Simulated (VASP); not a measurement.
Input of a VASP 6.6.1 run:

The input POSCAR:

```
BeS
1.0
    2.4829089885      2.4829089885      0.0000000000
   -2.4829089885      2.4829089885      0.0000000000
    0.0000000000      2.4829089885      2.3958932926
Be S
1 1
Direct
    0.0000000000      0.0000000000      0.0000000000
    0.7500000000      0.2500000000      0.5000000000
```

INCAR.step1

```
ALGO = Normal ; EDIFF = 1E-4
ENCUT = 520 ; GGA = PE
ISMEAR = 0 ; LASPH = T
LCHARG = F ; LREAL = F
LWAVE = T ; NBANDS = 11
NELM = 60 ; PREC = Accurate
SIGMA = 0.01
```

The input INCAR.step2:

```
ALGO = Normal ; EDIFF = 1E-7
ENCUT = 520 ; ISIF = 2
ISMEAR = 0 ; ISTART = 1
LASPH = T ; LCHARG = F
LMIXTAU = T ; LREAL = F
LWAVE = F ; METAGGA = R2SCAN
NBANDS = 11 ; NELM = 60
PREC = Accurate ; SIGMA = 0.01
```

File KPOINTS:

```
k-points
0
Gamma
  8 8 8
```

Potentials or basis: VASP PAW PBE potentials, release 64 (Be, S).

Command:

```sh
$ cat potpaw_PBE.64/Be/POTCAR potpaw_PBE.64/S/POTCAR > POTCAR
$ cp INCAR.step1 INCAR
$ mpirun -np 1 vasp_std > vasp.out
$ cp INCAR.step2 INCAR
$ mpirun -np 1 vasp_std > vasp.out
```

(1) What does it give for the band gap on the k mesh?

(2) Predict the pressure.

Results:

(1) 3.36 eV (least direct gap 6.14 eV).

(2) -2.0 GPa.

Caveat: the cell differs from its parent crystal (in-plane strain +0.02, then relaxed in part); the PAW data sets were made with another functional, which shifts forces and pressure a little.
